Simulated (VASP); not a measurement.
The system is BaTiO3.

```
Ba Ti O
1.0
     3.99980    0.00000    0.00000
     0.00000    3.99980    0.00000
     0.00000    0.00000    4.01800
Ba Ti O
1 1 3
Direct
  0.00000 0.00000 0.00000
  0.50000 0.50000 0.49000
  0.50000 0.50000 0.01900
  0.50000 0.00000 0.51700
  0.00000 0.50000 0.51700
```

Base run:

* Program: VASP 6.6.1
* Functional: PBE
* Potentials or basis: VASP PAW PBE potentials, release 64 (Ba_sv, Ti_sv, O)
* Cutoff: 520 eV
* k mesh: 6 × 6 × 6
* Occupations: gaussian, width 0.01 eV
* Spin: no spin polarisation
* Hubbard terms: Ti d U = 1.5 eV

Its results: band gap on the k mesh 1.94 eV, indirect (least direct gap 2.24 eV); pressure 5.4 GPa; largest force 0.123 eV/Å.

Q: The run is repeated on the same cell with these changes: hubbard terms from Ti d U = 1.5 eV to none. What comes out?

A: Band gap on the k mesh 1.77 eV, indirect (least direct gap 2.06 eV); pressure 4.2 GPa; largest force 0.275 eV/Å.

The U term pushes filled and empty states of the shell apart.

Caveats: spin-orbit coupling is left out, which moves the levels of the heavy elements.

A k mesh can miss the band edges.
